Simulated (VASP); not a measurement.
Al2GaP3:

```
Al Ga P
1.0
     3.72140    0.00000    0.00000
    -1.86070    3.22283    0.00000
     0.00000    0.00000   18.32472
Al Ga P
4 2 6
Direct
  0.33333 0.66667 0.00002
  0.33333 0.66667 0.66669
  0.66667 0.33333 0.16669
  0.66667 0.33333 0.50002
  0.33333 0.66667 0.33336
  0.66667 0.33333 0.83336
  0.33333 0.66667 0.12498
  0.33333 0.66667 0.45831
  0.33333 0.66667 0.79164
  0.66667 0.33333 0.29164
  0.66667 0.33333 0.62498
  0.66667 0.33333 0.95831
```

- Program: VASP 6.6.1
- Task: relaxation of cell and atoms
- Functional: PBE
- Potentials or basis: VASP PAW PBE potentials, release 64 (Al, Ga_d, P)
- Cutoff: 600 eV
- k mesh: 6 × 6 × 1
- Occupations: gaussian, width 0.1 eV
- Spin: no spin polarisation

At the start: pressure 13.9 GPa; volume 18.31 Å³/atom.

How do energy, volume and symmetry change on relaxing?

Over 5 steps the energy falls by 99.3 meV/atom and the volume is 20.83 Å³/atom (+13.8 %); space group P6_3mc (No. 186, to 0.1 Å) before and after.

Step by step:
```
step  energy change (eV)  largest force (eV/Å)  pressure (GPa)  volume (Å³)
   1              0.0000                0.0880           13.92       219.78
   2             -0.7042                0.1188           -6.03       274.36
   3             -1.1915                0.0680           -0.04       250.63
   4             -1.1913                0.0664            0.17       249.99
   5             -1.1919                0.0267            0.16       250.00
```

Final structure:
```xyz
12
Lattice="3.8827 0.0000 0.0000 -1.9414 3.3626 0.0000 0.0000 0.0000 19.1485" Properties=species:S:1:pos:R:3 pbc="T T T"
Al    0.0000    2.2417   19.1479
Al    0.0000    2.2417   12.7652
Al    1.9414    1.1209    3.1909
Al    1.9414    1.1209    9.5736
Ga    0.0000    2.2417    6.3871
Ga    1.9414    1.1209   15.9614
P     0.0000    2.2417    2.3927
P     0.0000    2.2417    8.7785
P     0.0000    2.2417   15.1547
P     1.9414    1.1209    5.5805
P     1.9414    1.1209   11.9670
P     1.9414    1.1209   18.3528
```

Caveat: an odd mesh through Γ misses points on the zone boundary, where band edges can lie.
